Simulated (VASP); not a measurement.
# Mo in VASP: a series of runs, part 2 of 2

VASP 6.6.1. The steps go on from the part before.

### Step 3. Single point, PBE

The input, INCAR:

```
SYSTEM = Mo
PREC = Accurate ; ENCUT = 520
EDIFF = 1E-6 ; ISMEAR = -1
SIGMA = 0.05 ; LREAL = .False.
LASPH = .True. ; NELM = 80
ALGO = Normal ; ISIF = 2
LWAVE = .False. ; LCHARG = .True.
LDIPOL = .True. ; IDIPOL = 3
DIPOL = 0.5 0.5 0.497 ; GGA = PE
LELF = .True. ; LVHAR = .True.
LVACPOTAV = .True. ; NBANDS = 51
```

The input, KPOINTS:

```
Automatic mesh
0
Gamma
  9 9 1
  0 0 0
```

The input, POSCAR:

```
Mo
1.0
    2.8496403282      0.0000000000      0.0000000000
    0.0000000000      2.8496403282      0.0000000000
    0.0000000000      0.0000000000     25.0750000000
Mo
6
Direct
    0.5000000000      0.5000000000      0.2991026919
    0.0000000000      0.0000000000      0.3794616152
    0.5000000000      0.5000000000      0.4598205384
    0.0000000000      0.0000000000      0.5379957312
    0.5000000000      0.5000000000      0.6154420277
    0.0000000000      0.0000000000      0.6905441397
```

Potentials or basis: VASP PAW PBE potentials, release 64 (Mo_sv).

Started as:

```bash
$ cat potpaw_PBE.64/Mo_sv/POTCAR > POTCAR
$ mpirun -np 1 vasp_std > vasp.out
```

OUTCAR:

```text
SYSTEM = Mo
   PREC = Accurate
   ENCUT = 520
   EDIFF = 1E-6
   ISMEAR = -1
   LREAL = .False.
   LASPH = .True.
   NELM = 80
   ISIF = 2
   GGA = PE

 ion  position               nearest neighbor table
   1  0.500  0.500  0.299-   2 2.85   2 2.85   2 2.85   2 2.85
   2  0.000  0.000  0.379-   3 2.85   3 2.85   3 2.85   3 2.85   1 2.85   1 2.85   1 2.85   1 2.85

   3  0.500  0.500  0.460-   4 2.81   4 2.81   4 2.81   4 2.81   2 2.85   2 2.85   2 2.85   2 2.85

   4  0.000  0.000  0.538-   5 2.80   5 2.80   5 2.80   5 2.80   3 2.81   3 2.81   3 2.81   3 2.81

   5  0.500  0.500  0.615-   6 2.76   6 2.76   6 2.76   6 2.76   4 2.80   4 2.80   4 2.80   4 2.80

   6  0.000  0.000  0.691-   5 2.76   5 2.76   5 2.76   5 2.76

  LATTYP: Found a simple tetragonal cell.
 ALAT       =     2.8496403282
 C/A-ratio  =     8.7993560983

  Lattice vectors:

 A1 = (   2.8496403282,   0.0000000000,   0.0000000000)
 A2 = (   0.0000000000,   2.8496403282,   0.0000000000)
 A3 = (   0.0000000000,   0.0000000000,  25.0750000000)

Analysis of symmetry for initial positions (statically):
=====================================================================
 Subroutine PRICEL returns:
 Original cell was already a primitive cell.

 Routine SETGRP: Setting up the symmetry group for a
 simple tetragonal supercell.

 Subroutine GETGRP returns: Found  8 space group operations
 (whereof  8 operations were pure point group operations)
 out of a pool of 16 trial point group operations.

The static configuration has the point symmetry C_4v.

Analysis of symmetry for dynamics (positions and initial velocities):
=====================================================================
 Subroutine PRICEL returns:
 Original cell was already a primitive cell.

 Routine SETGRP: Setting up the symmetry group for a
 simple tetragonal supercell.

 Subroutine GETGRP returns: Found  8 space group operations
 (whereof  8 operations were pure point group operations)
 out of a pool of 16 trial point group operations.

The dynamic configuration has the point symmetry C_4v.

 Subroutine INISYM returns: Found  8 space group operations
 (whereof  8 operations are pure point group operations),
 and found     1 'primitive' translations

----------------------------------------------------------------------------------------

                                     Primitive cell

  volume of cell :     203.6203

  direct lattice vectors                    reciprocal lattice vectors
     2.849640328  0.000000000  0.000000000     0.350921479  0.000000000  0.000000000
     0.000000000  2.849640328  0.000000000     0.000000000  0.350921479  0.000000000
     0.000000000  0.000000000 25.075000000     0.000000000  0.000000000  0.039880359

  length of vectors
     2.849640328  2.849640328 25.075000000     0.350921479  0.350921479  0.039880359

  position of ions in fractional coordinates (direct lattice)
     0.500000000  0.500000000  0.299102692
     0.000000000  0.000000000  0.379461615
     0.500000000  0.500000000  0.459820538
     0.000000000  0.000000000  0.537995731
     0.500000000  0.500000000  0.615442028
     0.000000000  0.000000000  0.690544140

  ion indices of the primitive-cell ions
   primitive index   ion index
                 1           1
[... 45 lines left out ...]
  0.444444  0.222222  0.000000      8.000000
  0.333333  0.333333  0.000000      4.000000
  0.444444  0.333333  0.000000      8.000000
  0.444444  0.444444  0.000000      4.000000
   k-points           NKPTS =     15   k-points in BZ     NKDIM =     15   number of bands    NBANDS=     51
   number of dos      NEDOS =    301   number of ions     NIONS =      6
   total plane-waves  NPLWV = 110592
   dimension x,y,z NGX =    24 NGY =   24 NGZ =  192
   dimension x,y,z NGXF=    48 NGYF=   48 NGZF=  384
   ions per type =               6
   NGX,Y,Z   is equivalent  to a cutoff of  14.00, 14.00, 12.73 a.u.
   NGXF,Y,Z  is equivalent  to a cutoff of  28.00, 28.00, 25.46 a.u.
 SYSTEM =  Mo
   PREC   = accura    normal or accurate (medium, high low for compatibility)
   ISTART =      0    job   : 0-new  1-cont  2-samecut
   ICHARG =      2    charge: 1-file 2-atom 10-const
   ISPIN  =      1    spin polarized calculation?
   LNONCOLLINEAR =      F non collinear calculations
   LSORBIT =      F    spin-orbit coupling
   LASPH  =      T    aspherical Exc in radial PAW
   ENCUT  =  520.0 eV  38.22 Ry    6.18 a.u.   5.30  5.30 46.62*2*pi/ulx,y,z
   NELM   =     80;   NELMIN=  2; NELMDL= -5     # of ELM steps
   EDIFF  = 0.1E-05   stopping-criterion for ELM
   LREAL  =      F    real-space projection
   EDIFFG = 0.1E-04   stopping-criterion for IOM
   NSW    =      0    number of steps for IOM
   IBRION =     -1    ionic relax: 0-MD 1-quasi-New 2-CG
   NFREE  =      0    steps in history (QN), initial steepest desc. (CG)
   ISIF   =      2    stress and relaxation
   ISYM   =      2    0-nonsym 1-usesym 2-fastsym
   POTIM  = 0.5000    time-step for ionic-motion
   TEBEG  =    0.0;   TEEND  =   0.0 temperature during run
   PSTRESS=    0.0 pullay stress
   NELECT =      84.0000    total number of electrons
   NUPDOWN=      -1.0000    fix difference up-down
   EMIN   =  10.00;   EMAX   =-10.00  energy-range for DOS
   EFERMI =   0.00;   METHOD = LEGACY
   ISMEAR =    -1;   SIGMA  =   0.05  broadening in eV -4-tet -1-fermi 0-gaus
   EFERMI_NEDOS =   21; number of points for ismear=-14 and -15
   IALGO  =     38    algorithm
   IMIX   =      4    mixing-type and parameters
     AMIX     =   0.40;   BMIX     =  1.00
     AMIX_MAG =   1.60;   BMIX_MAG =  1.00
  volume/ion in A,a.u.               =      33.94       229.02
  Fermi-wavevector in a.u.,A,eV,Ry     =   1.218693  2.302995 20.207538  1.485212
  Thomas-Fermi vector in A             =   2.353971
   LORBIT       =      0    0 simple, 1 ext, 2 COOP (PROOUT), +10 PAW based schemes
   GGA     = PE    functional components
   LHFCALC =     F    Hartree Fock is set to
   AEXX    =    0.0000 exact exchange contribution
   IVDW    =     0    specifies the selected vdW correction
   LEPSILON=     F    determine dielectric tensor
   LRPA    =     F    only Hartree local field effects (RPA)
 non-spin polarized calculation
  energy-cutoff  :      520.00
  volume of cell :      203.62
 maximum number of plane-waves:      5533
 NGX is ok and might be reduce to    24
   NGX = 11   NGY = 11   NGZ = 93

 dipolmoment           0.000000      0.000000      0.009089 electrons x Angstroem

 number of electron      84.0000013 magnetization

 dipolmoment           0.000000      0.000000     -0.002533 electrons x Angstroem

 Free energy of the ion-electron system (eV)
  ---------------------------------------------------
  ext. energy  EPLUGINS =         0.00000000
  ---------------------------------------------------
  free energy    TOTEN  =       -60.34793896 eV

  energy without entropy =      -60.26763974  energy(sigma->0) =      -60.30778935

 E-fermi :   3.4249     XC(G=0):  -7.1381

 val. band max:        3.3920560511   @ k =   0.4444   0.3333   0.0000
 cond. band min:       3.4471413802   @ k =   0.4444   0.1111   0.0000
 fundamental gap:      0.0550853291
 Fermi energy:         3.4248768842

 k-point     1 :       0.0000    0.0000    0.0000
  band No.  band energies     occupation
      1     -57.4138      2.00000
      2     -57.3194      2.00000
      3     -57.2894      2.00000
      4     -57.2126      2.00000
      5     -57.1064      2.00000
      6     -57.0085      2.00000
[... 799 lines left out ...]
     50       7.4784      0.00000
     51       7.4968      0.00000

------------------------ aborting loop because EDIFF is reached ----------------------------------------

  FORCE on cell =-STRESS in cart. coord.  units (eV):
  Direction    XX          YY          ZZ          XY          YZ          ZX
  --------------------------------------------------------------------------------------
  -------------------------------------------------------------------------------------
  Total       -5.0725284     -5.0725284     -1.5306473      0.0000000     -0.0000000      0.0000000
  in kB      -39.9129687    -39.9129687    -12.0438316      0.0000000     -0.0000000      0.0000000
  external PRESSURE =     -30.6232564 kB  Pullay stress =       0.0000000 kB

 VOLUME and BASIS-vectors are now :
 -----------------------------------------------------------------------------
  energy-cutoff  :      520.00
  volume of cell :      203.62
      direct lattice vectors                 reciprocal lattice vectors
     2.849640328  0.000000000  0.000000000     0.350921479  0.000000000  0.000000000
     0.000000000  2.849640328  0.000000000     0.000000000  0.350921479  0.000000000
     0.000000000  0.000000000 25.075000000     0.000000000  0.000000000  0.039880359

 POSITION                                       TOTAL-FORCE (eV/Angst)
 -----------------------------------------------------------------------------------
      1.42482      1.42482      7.50000        -0.000000     -0.000000      0.506848
      0.00000      0.00000      9.51500        -0.000000      0.000000     -0.224447
      1.42482      1.42482     11.53000        -0.000000     -0.000000     -0.299608
      0.00000      0.00000     13.49024        -0.000000      0.000000      0.002971
      1.42482      1.42482     15.43221         0.000000      0.000000     -0.004479
      0.00000      0.00000     17.31539        -0.000000      0.000000      0.018715
 -----------------------------------------------------------------------------------
    total drift:                                0.000000      0.000000      0.000097

  FREE ENERGIE OF THE ION-ELECTRON SYSTEM (eV)
  ---------------------------------------------------
  free  energy   TOTEN  =       -60.3479389559 eV

  energy  without entropy=      -60.2676397414  energy(sigma->0) =      -60.30778935

 vacuum level on the upper side and lower side of the slab         7.706         7.763
```

Wall time 11 min (1 thread of Intel Xeon 8259CL, shared host); peak memory 0.38 GiB.

Results:

| Property | Result |
| --- | --- |
| Free energy | -60.3479 eV |
| Largest force | 0.507 eV/Å |
| Band gap on the k mesh | zero (bands 42 and 43 overlap by 1.80 eV) |

Forces on the atoms (eV/Å):
```
Mo   0.000  0.000  0.507
Mo   0.000  0.000 -0.224
Mo   0.000  0.000 -0.300
Mo   0.000  0.000  0.003
Mo   0.000  0.000 -0.004
Mo   0.000  0.000  0.019
```

### Step 4. Single point, PBE

The input, INCAR:

```
SYSTEM = Mo
PREC = Accurate
ENCUT = 520
EDIFF = 1E-7
ISMEAR = -1
SIGMA = 0.05
LREAL = .False.
LASPH = .True.
NELM = 80
ALGO = Normal
ISIF = 2
LWAVE = .False.
LCHARG = .False.
LDIPOL = .True.
IDIPOL = 3
DIPOL = 0.5 0.5 0.497
GGA = PE
NBANDS = 51
```

The input, KPOINTS:

```
regular mesh
0
Gamma
  9 9 1
  0 0 0
```

POSCAR, as its differences from that of step 3:

```diff
@@ -11,4 +11,4 @@
     0.5000000000      0.5000000000      0.4598205384
-    0.0000000000      0.0000000000      0.5379957312
-    0.5000000000      0.5000000000      0.6154420277
-    0.0000000000      0.0000000000      0.6905441397
+    0.0000000000      0.0000000000      0.5378488562
+    0.5000000000      0.5000000000      0.6151487753
+    0.0000000000      0.0000000000      0.6900676779
```

Started as:

```bash
$ cat potpaw_PBE.64/Mo_sv/POTCAR > POTCAR
$ mpirun -np 1 vasp_std > vasp.out
```

Run time: 13 min. Hardware: 1 thread of Intel Xeon 8259CL, shared host; peak memory 0.38 GiB.

The run converged. Its results:

```
Free energy            : -60.3477 eV
Largest force          : 0.509 eV/Å
Band gap on the k mesh : zero (bands 42 and 43 overlap by 1.80 eV)
```

Forces in eV/Å, atoms in the order of the input:
```
Mo   0.000  0.000  0.509
Mo   0.000  0.000 -0.223
Mo   0.000  0.000 -0.316
Mo   0.000  0.000  0.001
Mo   0.000  0.000 -0.007
Mo   0.000  0.000  0.035
```

Levels at points of the mesh, in eV from the Fermi level:
```
           k point  band 40  band 41  band 42  band 43  band 44  band 45
(0.00, 0.00, 0.00)    -0.45    -0.16    -0.16     0.68     0.68     0.83
```

### Step 5. Single point, PBE

The input, INCAR:

```
PREC = Accurate ; ENCUT = 520
EDIFF = 1E-7 ; ISMEAR = -1
SIGMA = 0.05 ; LREAL = F
LASPH = T ; NELM = 80
ALGO = Normal ; ISIF = 2
LWAVE = F ; LCHARG = F
LDIPOL = T ; IDIPOL = 3
DIPOL = 0.5 0.5 0.497 ; GGA = PE
NBANDS = 51
```

The input, KPOINTS:

```
regular mesh
0
Gamma
  9 9 1
```

POSCAR, as its differences from that of step 4:

```diff
@@ -11,4 +11,4 @@
     0.5000000000      0.5000000000      0.4598205384
-    0.0000000000      0.0000000000      0.5378488562
-    0.5000000000      0.5000000000      0.6151487753
-    0.0000000000      0.0000000000      0.6900676779
+    0.0000000000      0.0000000000      0.5378872706
+    0.5000000000      0.5000000000      0.6152182108
+    0.0000000000      0.0000000000      0.6901479503
```

Started as:

```bash
$ cat potpaw_PBE.64/Mo_sv/POTCAR > POTCAR
$ mpirun -np 1 vasp_std > vasp.out
```

It took 9.3 min on 1 thread of Intel Xeon 8259CL, shared host; peak memory 0.39 GiB.

The run converged. Its results:

| Property | Result |
| --- | --- |
| Free energy | -60.3477 eV |
| Largest force | 0.509 eV/Å |
| Band gap on the k mesh | zero (bands 42 and 43 overlap by 1.80 eV) |

Forces on the atoms (eV/Å):
```
Mo   0.000  0.000  0.509
Mo   0.000  0.000 -0.224
Mo   0.000  0.000 -0.312
Mo   0.000  0.000  0.002
Mo   0.000  0.000 -0.009
Mo   0.000  0.000  0.034
```

Levels at points of the mesh, in eV from the Fermi level:
| k point | band 40 | band 41 | band 42 | band 43 | band 44 | band 45 |
| --- | --- | --- | --- | --- | --- | --- |
| (0.00, 0.00, 0.00) | -0.45 | -0.16 | -0.16 | 0.68 | 0.68 | 0.83 |
